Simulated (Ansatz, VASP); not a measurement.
## One calculation of HfN, two programs

Contents of POSCAR:

```
HfN
1.0
    0.0000000000      2.4548220000      2.4548220000
    2.4548220000      0.0000000000      2.4548220000
    2.4548220000      2.4548220000      0.0000000000
Hf N
1 1
Direct
    0.0000000000      0.0000000000      0.0000000000
    0.2500000000      0.2500000000      0.2500000000
```

The input INCAR.step1:

```
ALGO     = Normal         # electronic algorithm
EDIFF    = 1E-4           # SCF threshold, eV
ENCUT    = 600            # plane-wave cutoff, eV
GGA      = PE             # functional
ISMEAR   = -1             # smearing method
LASPH    = True           # aspherical terms in the spheres
LCHARG   = False          # write CHGCAR
LREAL    = False          # projectors in reciprocal space
LWAVE    = True           # write WAVECAR
NELM     = 100            # most SCF steps
PREC     = Accurate       # precision mode
SIGMA    = 0.05           # smearing width, eV
```

INCAR.step2

```
ALGO     = Normal         # electronic algorithm
EDIFF    = 1E-6           # SCF threshold, eV
EDIFFG   = -0.01          # ionic threshold
ENCUT    = 600            # plane-wave cutoff, eV
IBRION   = 2              # ionic algorithm
ISIF     = 3              # what is computed and relaxed
ISMEAR   = -1             # smearing method
ISTART   = 1            
LASPH    = True           # aspherical terms in the spheres
LCHARG   = False          # write CHGCAR
LMIXTAU  = True         
LREAL    = False          # projectors in reciprocal space
LWAVE    = False          # write WAVECAR
METAGGA  = R2SCAN         # meta-GGA
NELM     = 100            # most SCF steps
NSW      = 60             # ionic steps
PREC     = Accurate       # precision mode
SIGMA    = 0.05           # smearing width, eV
```

Contents of KPOINTS:

```
k-points
0
Gamma
  9 9 9
```

File input.yaml:

```yaml
crystal:
  lattice:
    - [0.0, 2.454822, 2.454822]
    - [2.454822, 0.0, 2.454822]
    - [2.454822, 2.454822, 0.0]
  atoms:
    - { symbol: Hf, position: [0.0, 0.0, 0.0] }
    - { symbol: "N", position: [0.25, 0.25, 0.25] }
hamiltonian:
  xc: r2scan
  pseudopotentials: { kind: paw }
kpoints:
  mp_grid: { grid: [9, 9, 9] }
scf:
  occupations: { method: fermi_dirac, width: 0.05 }
output:
  forces: true
  stress: true
  eigenvalues: true
relax:
  f_tol: 0.01
  max_steps: 40
  cell: { stress_tol: 0.05 }
```

Alike in both runs: task relaxation of cell and atoms; functional r2SCAN; k mesh 9 × 9 × 9; occupations fermi-dirac, width 0.05 eV; no spin polarisation.

```csv
,VASP,Ansatz
version,VASP 6.6.1,Ansatz 0.2.0
potentials or method,"VASP PAW PBE potentials, release 64 (Hf_pv, N)",Ansatz PAW
plane-wave cutoff (eV),600,500
valence electrons in the cell,15,31
```

|  | VASP | Ansatz | Ansatz less VASP |
| --- | --- | --- | --- |
| gap on the k mesh at the Fermi level, each at its own relaxed structure (eV) | none | none | - |
| relaxed volume (Å³/atom) | 14.54 | 14.63 | +0.089 |
| relaxed cell length with the largest relative difference (Å) | 3.451 | 3.458 | +0.0070 |

VASP's potentials were made for PBE, not for r2SCAN. A gap of «none» marks a metal or a gap that the smearing closes. VASP's potentials hold 15 valence electrons a cell and Ansatz's 31, so a difference there can come from the potentials and not from the codes.

Neither program's run includes spin-orbit coupling. Noted on Ansatz's run: the plane-wave basis is chosen anew once the cell has moved, so the energies of steps on either side of that aren't comparable.
